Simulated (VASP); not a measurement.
Here is a VASP 6.6.1 calculation.

INCAR

```
SYSTEM = BiS
  PREC = Accurate
  ENCUT = 520
  EDIFF = 1E-7
  ISMEAR = 0
  SIGMA = 0.05
  LREAL = .FALSE.
  LASPH = .TRUE.
  NELM = 60
  ALGO = Normal
  ISIF = 2
  LWAVE = .FALSE.
  LCHARG = .FALSE.
  GGA = PE
  NBANDS = 18
```

File KPOINTS:

```
Automatic mesh
0
G
  10 10 10
  0 0 0
```

The input POSCAR:

```
BiS
1.0
    3.5129555964      0.0000000000      0.0000000000
    0.0000000000      3.5129555964      0.0000000000
    0.0000000000      0.0000000000      3.5129555964
Bi S
1 1
Direct
    0.0000000000      0.0000000000      0.0000000000
    0.5000000000      0.5000000000      0.5000000000
```

Potentials or basis: VASP PAW PBE potentials, release 64 (Bi_d, S).

The run is started by

```console
$ cat potpaw_PBE.64/Bi_d/POTCAR potpaw_PBE.64/S/POTCAR > POTCAR
$ mpirun -np 1 vasp_std > vasp.out
```

Q: Estimate the pressure.

A: 4.6 GPa.
